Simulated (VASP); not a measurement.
A run of VASP 6.6.1 is set up as follows.

Contents of INCAR:

```
PREC = Accurate
ENCUT = 520
EDIFF = 1E-8
ISMEAR = -1
SIGMA = 0.05
LREAL = False
LASPH = True
NELM = 80
ALGO = Normal
ISIF = 2
LWAVE = False
LCHARG = False
GGA = CA
LEFG = True
NBANDS = 21
```

Contents of KPOINTS:

```
Automatic mesh
0
Gamma
  10 10 10
```

Contents of POSCAR:

```
Sb3Au
1.0
   -3.0195967007      3.0195967007      3.0195967007
    3.0195967007     -3.0195967007      3.0195967007
    3.0195967007      3.0195967007     -3.0195967007
Sb Au
3 1
Direct
    0.0000000000      0.5000000000      0.5000000000
    0.5000000000      0.0000000000      0.5000000000
    0.5000000000      0.5000000000      0.0000000000
    0.0000000000      0.0000000000      0.0000000000
```

Potentials or basis: VASP PAW LDA potentials, release 64 (Sb, Au).

Run with:

```bash
$ cat potpaw_LDA.64/Sb/POTCAR potpaw_LDA.64/Au/POTCAR > POTCAR
$ mpirun -np 1 vasp_std > vasp.out
```

**Question.** What does it give for the pressure?

**Answer.** -6.8 GPa.

**Question.** Estimate the band gap on the k mesh.

**Answer.** Zero (bands 13 and 14 overlap by 2.81 eV).

Electric field gradients, principal values (V/Å²):
| atom | least | middle | greatest (by size) |
| --- | --- | --- | --- |
| 1 Sb | 1.743 | 1.743 | -3.487 |
| 2 Sb | 1.743 | 1.743 | -3.487 |
| 3 Sb | 1.743 | 1.743 | -3.487 |
| 4 Au | -0.001 | 0.001 | 0.001 |

Caveat: the cell stands under tension; without QUAD_EFG the Cq values of the log hold for a quadrupole moment of 1 mb, not for the nuclei; spin-orbit coupling is left out, which moves the levels of the heavy elements.
